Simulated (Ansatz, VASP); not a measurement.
## InAs in VASP and in Ansatz

```
In As
1.0
     0.00000    3.05356    3.05356
     3.05356    0.00000    3.05356
     3.05356    3.05356    0.00000
In As
1 1
Direct
  0.25000 0.25000 0.25000
  0.00000 0.00000 0.00000
```

Alike in both runs: functional r2SCAN; k mesh 8 × 8 × 8; occupations gaussian, width 0.01 eV; no spin polarisation.

Ansatz relaxed the structure, and its values are those at the end. VASP's run is a single point on that final structure, the one shown.

```csv
,VASP,Ansatz
version,VASP 6.6.1,Ansatz 0.2.0
potentials or method,"VASP PAW PBE potentials, release 64 (In_d, As), cutoff 520 eV","scalar-relativistic, plane waves, PAW"
valence electrons in the cell,18,28
```

VASP gave:

```
gap on the k mesh at the Fermi level (eV) : 0.09
least direct gap on the mesh (eV)         : 0.09
pressure (GPa)                            : 0.0
```

Question: Which values does Ansatz return?

Answer: gap on the k mesh at the Fermi level (eV): 0.08; least direct gap on the mesh (eV): 0.08; pressure (GPa): 0.0.

VASP's potentials were made for PBE, not for r2SCAN. VASP's potentials hold 18 valence electrons a cell and Ansatz's 28, so a difference there can come from the potentials and not from the codes.
